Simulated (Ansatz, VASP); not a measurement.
## Two plane-wave programs on PtS2

```xyz
3
Lattice="3.5526 0.0000 0.0000 -1.7763 3.0767 0.0000 0.0000 0.0000 5.1227" Properties=species:S:1:pos:R:3 pbc="T T T"
Pt    0.0000    0.0000    0.0000
S     0.0000    2.0511    1.2257
S     1.7763    1.0256    3.8971
```

Alike in both runs: task single point; functional HSE06; k mesh 6 × 6 × 4; no spin polarisation.

|  | VASP | Ansatz |
| --- | --- | --- |
| version | VASP 6.6.1 | Ansatz 0.2.0 |
| potentials or method | VASP PAW PBE potentials, release 64 (Pt, S) | plane waves, PAW |
| plane-wave cutoff (eV) | 520 | 420 |
| occupations | gaussian, width 0.01 eV | fixed |
| valence electrons in the cell | 22 | 30 |

Ansatz gave:

| Item | Value |
| --- | --- |
| gap on the k mesh at the Fermi level (eV) | 1.42 |
| pressure (GPa) | -1.0 |
| traceless stress, the component that is largest in VASP (GPa) | 0.82 |
| rms of the force components (eV/Å) | 0.178 |

What did VASP give for the same quantities?

gap on the k mesh at the Fermi level (eV): 1.40; pressure (GPa): -1.4; traceless stress, the component that is largest in VASP (GPa): 0.92; rms of the force components (eV/Å): 0.193.

Atom by atom the forces differ by 0.015 eV/Å (rms over components). VASP's potentials hold 22 valence electrons a cell and Ansatz's 30, so a difference there can come from the potentials and not from the codes. Ansatz's warnings: stress exchange threshold loose, stress scf threshold loose.

Spin-orbit coupling is off throughout.
